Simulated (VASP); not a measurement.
# GeSb4Te4 (P-3m1) in VASP: a series of runs, part 2 of 2

VASP 6.6.1.

### Step 4. Single point, PBE (strain -0.080 along x and y, -0.040 along z)

INCAR reads:

```
  PREC = Accurate
  ENCUT = 520
  EDIFF = 1E-6
  ISMEAR = 0
  SIGMA = 0.03
  LREAL = False
  LASPH = True
  NELM = 80
  ALGO = Normal
  ISIF = 2
  LWAVE = False
  LCHARG = False
  GGA = PE
  NBANDS = 39
```

KPOINTS reads:

```
regular mesh
0
Gamma
  12 12 2
```

POSCAR reads:

```
GeSb4Te4
1.0
    3.9835859787      0.0000000000      0.0000000000
   -1.9917929893      3.4498866557      0.0000000000
    0.0000000000      0.0000000000     16.9426640956
Ge Sb Te
1 4 4
Direct
    0.0000000000      0.0000000000      0.0000000000
    0.3333333333      0.6666666667      0.5440991995
    0.6666666667      0.3333333333      0.4559008005
    0.6666666667      0.3333333333      0.7907683463
    0.3333333333      0.6666666667      0.2092316537
    0.3333333333      0.6666666667      0.9045184749
    0.6666666667      0.3333333333      0.0954815251
    0.0000000000      0.0000000000      0.6939667076
    0.0000000000      0.0000000000      0.3060332924
```

Potentials or basis: VASP PAW PBE potentials, release 64 (Ge_d, Sb, Te).

Started as:

```
> cat potpaw_PBE.64/Ge_d/POTCAR potpaw_PBE.64/Sb/POTCAR potpaw_PBE.64/Te/POTCAR > POTCAR
> mpirun -np 1 vasp_std > vasp.out
```

OUTCAR:

```text
PREC = Accurate
   ENCUT = 520
   EDIFF = 1E-6
   ISMEAR = 0
   LREAL = False
   LASPH = True
   NELM = 80
   ISIF = 2
   GGA = PE

 ion  position               nearest neighbor table
   1  0.000  0.000  0.000-   6 2.81   7 2.81   6 2.81   7 2.81   7 2.81   6 2.81
   2  0.333  0.667  0.544-   3 2.74   3 2.74   3 2.74   8 3.43   8 3.43   8 3.43
   3  0.667  0.333  0.456-   2 2.74   2 2.74   2 2.74   9 3.43   9 3.43   9 3.43
   4  0.667  0.333  0.791-   8 2.82   8 2.82   8 2.82   6 3.00   6 3.00   6 3.00
   5  0.333  0.667  0.209-   9 2.82   9 2.82   9 2.82   7 3.00   7 3.00   7 3.00
   6  0.333  0.667  0.905-   1 2.81   1 2.81   1 2.81   4 3.00   4 3.00   4 3.00
   7  0.667  0.333  0.095-   1 2.81   1 2.81   1 2.81   5 3.00   5 3.00   5 3.00
   8  0.000  0.000  0.694-   4 2.82   4 2.82   4 2.82   2 3.43   2 3.43   2 3.43
   9  0.000  0.000  0.306-   5 2.82   5 2.82   5 2.82   3 3.43   3 3.43   3 3.43

  LATTYP: Found a hexagonal cell.
 ALAT       =     3.9835859787
 C/A-ratio  =     4.2531187192

  Lattice vectors:

 A1 = (   3.9835859787,   0.0000000000,   0.0000000000)
 A2 = (  -1.9917929893,   3.4498866557,   0.0000000000)
 A3 = (   0.0000000000,   0.0000000000,  16.9426640956)

Analysis of symmetry for initial positions (statically):
=====================================================================
 Subroutine PRICEL returns:
 Original cell was already a primitive cell.

 Routine SETGRP: Setting up the symmetry group for a
 hexagonal supercell.

 Subroutine GETGRP returns: Found 12 space group operations
 (whereof 12 operations were pure point group operations)
 out of a pool of 24 trial point group operations.

The static configuration has the point symmetry D_3d.

Analysis of symmetry for dynamics (positions and initial velocities):
=====================================================================
 Subroutine PRICEL returns:
 Original cell was already a primitive cell.

 Routine SETGRP: Setting up the symmetry group for a
 hexagonal supercell.

 Subroutine GETGRP returns: Found 12 space group operations
 (whereof 12 operations were pure point group operations)
 out of a pool of 24 trial point group operations.

The dynamic configuration has the point symmetry D_3d.

 Subroutine INISYM returns: Found 12 space group operations
 (whereof 12 operations are pure point group operations),
 and found     1 'primitive' translations

----------------------------------------------------------------------------------------

                                     Primitive cell

  volume of cell :     232.8417

  direct lattice vectors                    reciprocal lattice vectors
     3.983585979  0.000000000  0.000000000     0.251030103  0.144932298  0.000000000
    -1.991792989  3.449886656  0.000000000     0.000000000  0.289864596  0.000000000
     0.000000000  0.000000000 16.942664096     0.000000000  0.000000000  0.059022595

  length of vectors
     3.983585979  3.983585979 16.942664096     0.289864596  0.289864596  0.059022595

  position of ions in fractional coordinates (direct lattice)
     0.000000000  0.000000000  0.000000000
     0.333333333  0.666666667  0.544099200
     0.666666667  0.333333333  0.455900800
     0.666666667  0.333333333  0.790768346
[... 68 lines left out ...]
  0.250000 -0.000000  0.500000      6.000000
  0.333333 -0.000000  0.500000      6.000000
 [... further k-points ...]
   k-points           NKPTS =     38   k-points in BZ     NKDIM =     38   number of bands    NBANDS=     39
   number of dos      NEDOS =    301   number of ions     NIONS =      9
   total plane-waves  NPLWV = 113400
   dimension x,y,z NGX =    30 NGY =   30 NGZ =  126
   dimension x,y,z NGXF=    60 NGYF=   60 NGZF=  252
   ions per type =               1   4   4
   NGX,Y,Z   is equivalent  to a cutoff of  12.52, 12.52, 12.36 a.u.
   NGXF,Y,Z  is equivalent  to a cutoff of  25.04, 25.04, 24.73 a.u.
 SYSTEM =  unknown system
   PREC   = accura    normal or accurate (medium, high low for compatibility)
   ISTART =      0    job   : 0-new  1-cont  2-samecut
   ICHARG =      2    charge: 1-file 2-atom 10-const
   ISPIN  =      1    spin polarized calculation?
   LNONCOLLINEAR =      F non collinear calculations
   LSORBIT =      F    spin-orbit coupling
   LASPH  =      T    aspherical Exc in radial PAW
   ENCUT  =  520.0 eV  38.22 Ry    6.18 a.u.   7.41  7.41 31.50*2*pi/ulx,y,z
   NELM   =     80;   NELMIN=  2; NELMDL= -5     # of ELM steps
   EDIFF  = 0.1E-05   stopping-criterion for ELM
   LREAL  =      F    real-space projection
   EDIFFG = 0.1E-04   stopping-criterion for IOM
   NSW    =      0    number of steps for IOM
   IBRION =     -1    ionic relax: 0-MD 1-quasi-New 2-CG
   NFREE  =      0    steps in history (QN), initial steepest desc. (CG)
   ISIF   =      2    stress and relaxation
   ISYM   =      2    0-nonsym 1-usesym 2-fastsym
   POTIM  = 0.5000    time-step for ionic-motion
   TEBEG  =    0.0;   TEEND  =   0.0 temperature during run
   PSTRESS=    0.0 pullay stress
   NELECT =      58.0000    total number of electrons
   NUPDOWN=      -1.0000    fix difference up-down
   EMIN   =  10.00;   EMAX   =-10.00  energy-range for DOS
   EFERMI =   0.00;   METHOD = LEGACY
   ISMEAR =     0;   SIGMA  =   0.03  broadening in eV -4-tet -1-fermi 0-gaus
   EFERMI_NEDOS =   21; number of points for ismear=-14 and -15
   IALGO  =     38    algorithm
   IMIX   =      4    mixing-type and parameters
     AMIX     =   0.40;   BMIX     =  1.00
     AMIX_MAG =   1.60;   BMIX_MAG =  1.00
  volume/ion in A,a.u.               =      25.87       174.59
  Fermi-wavevector in a.u.,A,eV,Ry     =   1.030063  1.946537 14.436196  1.061030
  Thomas-Fermi vector in A             =   2.164143
   LORBIT       =      0    0 simple, 1 ext, 2 COOP (PROOUT), +10 PAW based schemes
   GGA     = PE    functional components
   LHFCALC =     F    Hartree Fock is set to
   AEXX    =    0.0000 exact exchange contribution
   IVDW    =     0    specifies the selected vdW correction
   LEPSILON=     F    determine dielectric tensor
   LRPA    =     F    only Hartree local field effects (RPA)
 non-spin polarized calculation
 Gauss-broadening in eV      SIGMA  =   0.03
  energy-cutoff  :      520.00
  volume of cell :      232.84
 maximum number of plane-waves:      6328
 NGX is ok and might be reduce to    30
   NGX = 15   NGY = 15   NGZ = 63

 number of electron      58.0000001 magnetization

 Free energy of the ion-electron system (eV)
  ---------------------------------------------------
  ext. energy  EPLUGINS =         0.00000000
  ---------------------------------------------------
  free energy    TOTEN  =       -32.15282058 eV

  energy without entropy =      -32.15235829  energy(sigma->0) =      -32.15258944

 E-fermi :   9.0968     XC(G=0): -10.1862

 val. band max:        9.0698026255   @ k =   0.4167   0.0833   0.0000
 cond. band min:       9.1348738408   @ k =   0.0833  -0.0000   0.0000
 fundamental gap:      0.0650712153
 Fermi energy:         9.0968009295

 k-point     1 :       0.0000    0.0000    0.0000
  band No.  band energies     occupation
      1     -16.0957      2.00000
      2     -16.0957      2.00000
      3     -16.0852      2.00000
      4     -16.0789      2.00000
      5     -16.0789      2.00000
      6      -5.8802      2.00000
[... 997 lines left out ...]
     38      12.1256      0.00000
     39      12.3182      0.00000

 [... further k-points ...]

------------------------ aborting loop because EDIFF is reached ----------------------------------------

  FORCE on cell =-STRESS in cart. coord.  units (eV):
  Direction    XX          YY          ZZ          XY          YZ          ZX
  --------------------------------------------------------------------------------------
  -------------------------------------------------------------------------------------
  Total       23.2521876     23.2521876     22.2741966      0.0000000     -0.0000000      0.0000000
  in kB      159.9976772    159.9976772    153.2681477      0.0000000     -0.0000000      0.0000000
  external PRESSURE =     157.7545007 kB  Pullay stress =       0.0000000 kB

 VOLUME and BASIS-vectors are now :
 -----------------------------------------------------------------------------
  energy-cutoff  :      520.00
  volume of cell :      232.84
      direct lattice vectors                 reciprocal lattice vectors
     3.983585979  0.000000000  0.000000000     0.251030103  0.144932298  0.000000000
    -1.991792989  3.449886656  0.000000000     0.000000000  0.289864596  0.000000000
     0.000000000  0.000000000 16.942664096     0.000000000  0.000000000  0.059022595

 POSITION                                       TOTAL-FORCE (eV/Angst)
 -----------------------------------------------------------------------------------
      0.00000      0.00000      0.00000         0.000000      0.000000      0.000000
     -0.00000      2.29992      9.21849         0.000000      0.000000      1.777394
      1.99179      1.14996      7.72417        -0.000000     -0.000000     -1.777394
      1.99179      1.14996     13.39772        -0.000000     -0.000000      0.823791
     -0.00000      2.29992      3.54494         0.000000      0.000000     -0.823791
     -0.00000      2.29992     15.32495         0.000000     -0.000000      0.122182
      1.99179      1.14996      1.61771        -0.000000      0.000000     -0.122182
      0.00000      0.00000     11.75764         0.000000     -0.000000     -1.722415
      0.00000      0.00000      5.18502        -0.000000      0.000000      1.722415
 -----------------------------------------------------------------------------------
    total drift:                                0.000000     -0.000000      0.000000

  FREE ENERGIE OF THE ION-ELECTRON SYSTEM (eV)
  ---------------------------------------------------
  free  energy   TOTEN  =       -32.1528205828 eV

  energy  without entropy=      -32.1523582886  energy(sigma->0) =      -32.15258944
```

Wall time 13 min (1 thread of AMD EPYC 7R13, shared host); peak memory 0.5 GiB.

What came out:

- Free energy: -32.1528 eV
- Pressure: 15.8 GPa
- Largest force: 1.777 eV/Å
- Band gap on the k mesh: zero (band 29 reaches 9.27 eV, above the bottom of band 30 at 8.87 eV)

Forces in eV/Å, atoms in the order of the input:
```
Ge   0.000  0.000  0.000
Sb   0.000  0.000  1.777
Sb   0.000  0.000 -1.777
Sb   0.000  0.000  0.824
Sb   0.000  0.000 -0.824
Te   0.000  0.000  0.122
Te   0.000  0.000 -0.122
Te   0.000  0.000 -1.722
Te   0.000  0.000  1.722
```

Levels at points of the mesh, in eV from the Fermi level:
```tsv
k point	band 25	band 26	band 27	band 28	band 29	band 30	band 31	band 32	band 33	band 34
(0.00, 0.00, 0.00)	-1.32	-1.32	-0.78	-0.66	0.07	0.07	0.36	0.89	0.89	0.99
(0.50, 0.00, 0.00)	-2.86	-2.49	-2.15	-1.48	-1.20	-0.23	0.73	0.83	0.86	1.22
(0.00, 0.00, 0.50)	-1.43	-1.35	-1.35	-0.42	0.17	0.17	0.29	0.68	0.68	1.14
(0.50, 0.00, 0.50)	-3.16	-2.71	-2.36	-1.97	-0.59	0.07	0.40	0.98	1.04	1.21
```

Caveat: the cell differs from its parent crystal (strain -0.080 along x and y, -0.040 along z); spin-orbit coupling is left out, which moves the levels of the heavy elements; forces of over 1 eV/Å act on the atoms, so gaps and moduli don't describe the material at rest.

### Step 5. Single point, PBE (strain -0.080 along x and y, +0.000 along z)

INCAR reads:

```
SYSTEM = GeSb4Te4
  ALGO = Normal
  EDIFF = 1E-6
  ENCUT = 520
  GGA = PE
  ISIF = 2
  ISMEAR = 0
  LASPH = .TRUE.
  LCHARG = .TRUE.
  LELF = .TRUE.
  LREAL = .FALSE.
  LVHAR = .TRUE.
  LWAVE = .FALSE.
  NBANDS = 39
  NELM = 60
  PREC = Accurate
  SIGMA = 0.03
```

KPOINTS reads:

```
k-points
0
G
  12 12 2
  0 0 0
```

POSCAR, as its differences from that of step 4:

```diff
@@ -4,3 +4,3 @@
    -1.9917929893      3.4498866557      0.0000000000
-    0.0000000000      0.0000000000     16.9426640956
+    0.0000000000      0.0000000000     17.6486084329
 Ge Sb Te
```

Started as:

```
> cat potpaw_PBE.64/Ge_d/POTCAR potpaw_PBE.64/Sb/POTCAR potpaw_PBE.64/Te/POTCAR > POTCAR
> mpirun -np 1 vasp_std > vasp.out
```

It took 14 min on 1 thread of AMD EPYC 7R13, shared host; peak memory 0.52 GiB.

Results (log left out):

* Free energy: -32.9096 eV
* Pressure: 11.4 GPa
* Largest force: 1.252 eV/Å
* Band gap on the k mesh: zero (band 29 reaches 8.91 eV, above the bottom of band 30 at 8.10 eV)

Forces in eV/Å, atoms in the order of the input:
```
Ge   0.000  0.000  0.000
Sb   0.000  0.000  1.252
Sb   0.000  0.000 -1.252
Sb   0.000  0.000  0.643
Sb   0.000  0.000 -0.643
Te   0.000  0.000  0.079
Te   0.000  0.000 -0.079
Te   0.000  0.000 -1.180
Te   0.000  0.000  1.180
```

Stress tensor (GPa, compression positive):
```
12.21  0.00  0.00
 0.00 12.21  0.00
 0.00  0.00  9.81
```

Levels at points of the mesh, in eV from the Fermi level:
```csv
k point,band 26,band 27,band 28,band 29,band 30,band 31,band 32,band 33
"(0.00, 0.00, 0.00)",-0.95,-0.61,-0.53,0.44,0.44,0.73,1.11,1.13
"(0.50, 0.00, 0.00)",-2.37,-1.84,-1.40,-1.19,-0.28,0.87,0.94,1.07
"(0.00, 0.00, 0.50)",-0.97,-0.97,-0.14,0.52,0.52,0.57,0.98,0.98
"(0.50, 0.00, 0.50)",-2.55,-2.26,-1.70,-0.57,0.23,0.61,0.75,1.13
```

Caveat: the cell differs from its parent crystal (strain -0.080 along x and y, +0.000 along z); spin-orbit coupling is left out, which moves the levels of the heavy elements; forces of over 1 eV/Å act on the atoms, so gaps and moduli don't describe the material at rest.

### Step 6. Single point, PBE (strain -0.040 along x and y, -0.080 along z)

INCAR reads:

```
SYSTEM = GeSb4Te4
  PREC = Accurate
  ENCUT = 520
  EDIFF = 1E-6
  ISMEAR = 0
  SIGMA = 0.03
  LREAL = .False.
  LASPH = .True.
  NELM = 60
  ALGO = Normal
  ISIF = 2
  LWAVE = .False.
  LCHARG = .False.
  GGA = PE
  NBANDS = 39
```

KPOINTS reads:

```
regular mesh
0
Gamma
  12 12 2
  0 0 0
```

POSCAR, as its differences from that of step 5:

```diff
@@ -2,5 +2,5 @@
 1.0
-    3.9835859787      0.0000000000      0.0000000000
-   -1.9917929893      3.4498866557      0.0000000000
-    0.0000000000      0.0000000000     17.6486084329
+    4.1567853691      0.0000000000      0.0000000000
+   -2.0783926845      3.5998817277      0.0000000000
+    0.0000000000      0.0000000000     16.2367197583
 Ge Sb Te
```

Potentials or basis: VASP PAW PBE potentials, release 64 (Ge_d, Sb, Te).

Started as:

```
> cat potpaw_PBE.64/Ge_d/POTCAR potpaw_PBE.64/Sb/POTCAR potpaw_PBE.64/Te/POTCAR > POTCAR
> mpirun -np 1 vasp_std > vasp.out
```

Run time: 14 min. Hardware: 1 thread of AMD EPYC 7R13, shared host; peak memory 0.52 GiB.

Results (log left out):

```
Free energy            : -33.0297 eV
Pressure               : 11.4 GPa
Largest force          : 1.356 eV/Å
Band gap on the k mesh : zero (band 29 reaches 8.42 eV, above the bottom of band 30 at 8.22 eV)
```

Forces on the atoms (eV/Å):
```
Ge   0.000  0.000  0.000
Sb   0.000  0.000  1.356
Sb   0.000  0.000 -1.356
Sb   0.000  0.000  0.540
Sb   0.000  0.000 -0.540
Te   0.000  0.000  0.097
Te   0.000  0.000 -0.097
Te   0.000  0.000 -1.349
Te   0.000  0.000  1.349
```

Stress tensor (GPa, compression positive):
```
11.09  0.00  0.00
 0.00 11.09  0.00
 0.00  0.00 12.11
```

Levels at points of the mesh, in eV from the Fermi level:
```tsv
k point	band 25	band 26	band 27	band 28	band 29	band 30	band 31	band 32	band 33	band 34
(0.00, 0.00, 0.00)	-1.53	-1.53	-1.15	-1.01	-0.12	-0.12	-0.08	0.61	0.83	0.83
(0.50, 0.00, 0.00)	-2.72	-2.08	-2.02	-1.24	-0.74	0.57	0.92	0.98	1.10	1.47
(0.00, 0.00, 0.50)	-1.56	-1.56	-1.42	-0.94	-0.12	0.02	0.02	0.53	0.53	0.66
(0.50, 0.00, 0.50)	-2.75	-2.41	-1.90	-1.78	-0.31	0.15	0.51	1.23	1.60	1.90
```

Caveat: the cell differs from its parent crystal (strain -0.040 along x and y, -0.080 along z); spin-orbit coupling is left out, which moves the levels of the heavy elements; forces of over 1 eV/Å act on the atoms, so gaps and moduli don't describe the material at rest.

### Step 7. Summary

| cell | gap on the mesh (eV) | pressure (GPa) | largest force (eV/Å) |
| --- | --- | --- | --- |
| a = 4.676, b = 4.676, c = 17.649 Å, angles 90.0, 90.0, 120.0°, 9 atoms | 0.11 | -5.3 | 0.53 |
| a = 3.984, b = 3.984, c = 16.237 Å, angles 90.0, 90.0, 120.0°, 9 atoms | none | 21.1 | 2.22 |
| a = 3.984, b = 3.984, c = 16.943 Å, angles 90.0, 90.0, 120.0°, 9 atoms | none | 15.8 | 1.78 |
| a = 3.984, b = 3.984, c = 17.649 Å, angles 90.0, 90.0, 120.0°, 9 atoms | none | 11.4 | 1.25 |
| a = 4.157, b = 4.157, c = 16.237 Å, angles 90.0, 90.0, 120.0°, 9 atoms | none | 11.4 | 1.36 |

Alike in all rows: task single point; level PBE; potentials or basis VASP PAW PBE potentials, release 64 (Ge_d, Sb, Te); no spin polarisation; k mesh 12 × 12 × 2; cutoff (eV) 520; smearing gaussian 0.03 eV.

Caveats: spin-orbit coupling is left out, which moves the levels of the heavy elements; forces of over 1 eV/Å act on the atoms, so gaps and moduli don't describe the material at rest (some runs).

Total energies depend on the potentials used, so only differences within one code and one set of settings carry meaning.
